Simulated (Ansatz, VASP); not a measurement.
# One calculation of InAs, two programs

INCAR

```
SYSTEM = InAs
ALGO = Normal
EDIFF = 1E-6
ENCUT = 520
GGA = PS
ISIF = 2
ISMEAR = -1
LASPH = .TRUE.
LCHARG = .FALSE.
LREAL = .FALSE.
LWAVE = .FALSE.
NBANDS = 16
NELM = 100
PREC = Accurate
SIGMA = 0.05
```

Contents of KPOINTS:

```
k-points
0
G
  8 8 8
  0 0 0
```

File POSCAR:

```
InAs
1.0
    0.0000000000      2.9772112161      2.9772112161
    2.9772112161      0.0000000000      2.9772112161
    2.9772112161      2.9772112161      0.0000000000
In As
1 1
Direct
    0.0000000000      0.0000000000      0.0000000000
    0.7500000000      0.7500000000      0.7500000000
```

The input input.yaml:

```yaml
crystal:
  lattice:
    - [0.0, 2.9772112161, 2.9772112161]
    - [2.9772112161, 0.0, 2.9772112161]
    - [2.9772112161, 2.9772112161, 0.0]
  atoms:
    - { symbol: In, position: [0.0, 0.0, 0.0] }
    - { symbol: As, position: [0.75, 0.75, 0.75] }
kpoints:
  mp_grid: { grid: [8, 8, 8] }
scf:
  occupations: { method: fermi_dirac, width: 0.05 }
hamiltonian:
  xc: pbesol
  pseudopotentials: { kind: all_electron, lapw: { basis_error: 0.0005 } }
output:
  forces: true
  stress: true
  eigenvalues: true
```

Change from the starting cell: volume scaled by 0.96.

Alike in both runs: task single point; functional PBEsol; k mesh 8 × 8 × 8; occupations fermi-dirac, width 0.05 eV; no spin polarisation.

|  | VASP | Ansatz |
| --- | --- | --- |
| version | VASP 6.6.1 | Ansatz 0.2.0 |
| potentials or method | VASP PAW PBE potentials, release 64 (In_d, As), cutoff 520 eV | all-electron LAPW, scalar-relativistic |

|  | VASP | Ansatz | Ansatz less VASP |
| --- | --- | --- | --- |
| gap on the k mesh at the Fermi level (eV) | none | none | - |
| pressure (GPa) | 4.4 | 4.3 | -0.10 |

VASP's potentials were made for PBE, not for PBEsol. A gap of «none» marks a metal or a gap that the smearing closes. Ansatz ran all-electron here, and VASP with PAW potentials.
